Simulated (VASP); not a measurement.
Input of a VASP 6.6.1 run:

INCAR

```
PREC     = Accurate       # precision mode
ENCUT    = 520            # plane-wave cutoff, eV
EDIFF    = 1E-6           # SCF threshold, eV
ISMEAR   = -1             # smearing method
SIGMA    = 0.15           # smearing width, eV
LREAL    = F              # projectors in reciprocal space
LASPH    = T              # aspherical terms in the spheres
NELM     = 60             # most SCF steps
ALGO     = Fast           # electronic algorithm
ISIF     = 2              # what is computed and relaxed
LWAVE    = F              # write WAVECAR
LCHARG   = T              # write CHGCAR
LELF     = T              # ELF
LVHAR    = T            
NBANDS   = 9              # bands
```

KPOINTS

```
regular mesh
0
Gamma
  21 21 12
```

POSCAR

```
Mg
1.0
    3.1343483070      0.0000000000      0.0000000000
   -1.5671741535      2.7144252582      0.0000000000
    0.0000000000      0.0000000000      5.0922460435
Mg
2
Direct
    0.3333333333      0.6666666667      0.2500000000
    0.6666666667      0.3333333333      0.7500000000
```

Potentials or basis: VASP PAW LDA potentials, release 64 (Mg).

The run is started by

```bash
$ cat potpaw_LDA.64/Mg/POTCAR > POTCAR
$ mpirun -np 1 vasp_std > vasp.out
```

(1) What does it give for the pressure?

(2) Estimate the band gap on the k mesh.

## Answers

(1) -0.3 GPa.

(2) zero (bands 2 and 3 overlap by 2.42 eV).
